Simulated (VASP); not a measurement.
Here is a VASP 6.6.1 calculation.

INCAR

```
ALGO = Normal ; EDIFF = 1E-7
ENCUT = 520 ; GGA = PE
ISIF = 2 ; ISMEAR = 0
LASPH = True ; LCHARG = False
LREAL = False ; LWAVE = False
NBANDS = 41 ; NELM = 60
PREC = Accurate ; SIGMA = 0.1
```

The input KPOINTS:

```
k-points
0
Gamma
  4 4 4
```

POSCAR

```
Ge4Pd
1.0
   -2.9143732100      2.9143732100      2.9143732100
    2.9143732100     -2.9143732100      2.9143732100
    2.9143732100      2.9143732100     -2.9143732100
Ge Pd
4 1
Direct
    0.5000000000      0.5000000000      0.5000000000
    0.0000000000      0.0000000000      0.5000000000
    0.0000000000      0.5000000000      0.0000000000
    0.5000000000      0.0000000000      0.0000000000
    0.0000000000      0.0000000000      0.0000000000
```

Potentials or basis: VASP PAW PBE potentials, release 64 (Ge_d, Pd).

The run is started by

```bash
$ cat potpaw_PBE.64/Ge_d/POTCAR potpaw_PBE.64/Pd/POTCAR > POTCAR
$ mpirun -np 1 vasp_std > vasp.out
```

**Question.** Predict the pressure.

**Answer.** 5.1 GPa.

**Question.** Estimate the band gap on the k mesh.

**Answer.** Zero (band 33 reaches 7.69 eV, above the bottom of band 34 at 4.47 eV).

Caveat: the k points lie up to 0.38 Å⁻¹ apart.
